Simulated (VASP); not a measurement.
Write the native input for VASP 6.6.1 that does the following.

```yaml
Task: single point
Functional: PBE
Potentials_or_basis: VASP PAW PBE potentials, release 64 (Ni, O)
Cutoff: 520 eV
k_mesh: 7 × 7 × 7
Occupations: gaussian, width 0.05 eV
Spin: collinear spin, ferromagnetic start
Starting_moments: "[0.29, 0.09] μB"
Dipole_correction: no
Further_INCAR_settings: ALGO = Normal; EDIFF = 1e-07; NBANDS = 19
```

The structure of NiO lies in POSCAR:

```
NiO
1.0
    2.5046153800      0.0000000000      0.0000000000
    0.0000000000      2.5046153800      0.0000000000
    0.0000000000      0.0000000000      2.5046153800
Ni O
1 1
Direct
    0.0000000000      0.0000000000      0.0000000000
    0.5000000000      0.5000000000      0.5000000000
```

One way to write it, as run:

INCAR

```
SYSTEM = NiO
PREC = Accurate
ENCUT = 520
EDIFF = 1E-7
ISMEAR = 0
SIGMA = 0.05
LREAL = .FALSE.
LASPH = .TRUE.
NELM = 150
ALGO = Normal
ISIF = 2
LWAVE = .FALSE.
LCHARG = .FALSE.
ISPIN = 2
MAGMOM = 0.29 0.09
LORBIT = 11
LMAXMIX = 4
GGA = PE
NBANDS = 19
```

KPOINTS

```
regular mesh
0
G
  7 7 7
  0 0 0
```

Potentials or basis: VASP PAW PBE potentials, release 64 (Ni, O).

Launch:

```console
$ cat potpaw_PBE.64/Ni/POTCAR potpaw_PBE.64/O/POTCAR > POTCAR
$ mpirun -np 1 vasp_std > vasp.out
```

Results of the run:

```
Pressure                                              : 24.0 GPa
Net moment                                            : 0.35 μB per cell
Site moments                                          : Ni +0.26; O +0.08 μB
Valence electrons inside the program's atomic spheres : Ni 9.18; O 4.92
```

Run time: 18 s on 1 thread of Intel(R) Xeon(R) Platinum 8375C CPU @ 2.90GHz (Ice Lake) (shared host), peak memory 0.14 GiB.
